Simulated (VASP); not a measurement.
Here is a VASP 6.6.1 calculation.

File INCAR:

```
SYSTEM = PbO2
  PREC = Accurate
  ENCUT = 600
  EDIFF = 1E-6
  ISMEAR = 0
  SIGMA = 0.1
  LREAL = .False.
  LASPH = .True.
  NELM = 200
  ALGO = Normal
  ISIF = 2
  LWAVE = .False.
  LCHARG = .False.
  ISPIN = 2
  MAGMOM = -0.01 0.16 0.16
  LORBIT = 11
  LDAU = .True.
  LDAUTYPE = 2
  LDAUL = -1 1
  LDAUU = 0 5.3
  LDAUJ = 0 0
  LDAUPRINT = 1
  NBANDS = 24
  GGA_COMPAT = .False.
```

Contents of KPOINTS:

```
Automatic mesh
0
Gamma
  2 2 2
  0 0 0
```

The input POSCAR:

```
PbO2
1.0
    0.0000000000      2.7019920000      2.7019920000
    2.7019920000      0.0000000000      2.7019920000
    2.7019920000      2.7019920000      0.0000000000
Pb O
1 2
Direct
    0.0000000000      0.0000000000      0.0000000000
    0.2500000000      0.2500000000      0.2500000000
    0.7500000000      0.7500000000      0.7500000000
```

Potentials or basis: VASP PAW LDA potentials, release 64 (Pb_d, O).

Launch:

```sh
$ cat potpaw_LDA.64/Pb_d/POTCAR potpaw_LDA.64/O/POTCAR > POTCAR
$ mpirun -np 1 vasp_std > vasp.out
```

Question: Predict the site moments.

Answer: Pb -0.03; O +0.13 μB.

Question: Predict the pressure.

Answer: -8.6 GPa.

Question: Predict the net moment.

Answer: 0.25 μB per cell.

Caveat: the k points lie up to 1.01 Å⁻¹ apart. The state reached can hang on the start; a lower one may exist.
